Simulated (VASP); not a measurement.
Input of a VASP 6.6.1 run:

The input INCAR:

```
PREC = Accurate
ENCUT = 520
EDIFF = 1E-6
ISMEAR = 0
SIGMA = 0.05
LREAL = F
LASPH = T
NELM = 100
ALGO = Normal
ISIF = 2
LWAVE = F
LCHARG = F
GGA = PE
IVDW = 12
NBANDS = 21
```

File KPOINTS:

```
regular mesh
0
Gamma
  10 10 3
```

File POSCAR:

```
BN
1.0
   -1.2530569071     -2.1703582278      0.0000000000
    1.2530569071     -2.1703582278      0.0000000000
    0.0000000000      0.0000000000      9.5846513545
B N
3 3
Direct
    1.0000000000      1.0000000000      0.5158021838
    0.3333333333      0.3333333333      0.8595688648
    0.6666666667      0.6666666667      0.1720355028
    1.0000000000      1.0000000000      0.8592641965
    0.3333333333      0.3333333333      0.1717308345
    0.6666666667      0.6666666667      0.5154975155
```

Potentials or basis: VASP PAW PBE potentials, release 64 (B, N).

Launch:

```bash
$ cat potpaw_PBE.64/B/POTCAR potpaw_PBE.64/N/POTCAR > POTCAR
$ mpirun -np 1 vasp_std > vasp.out
```

(1) Estimate the pressure.

(2) Predict the band gap on the k mesh.

## Answers

(1) 0.5 GPa.

(2) 4.06 eV.
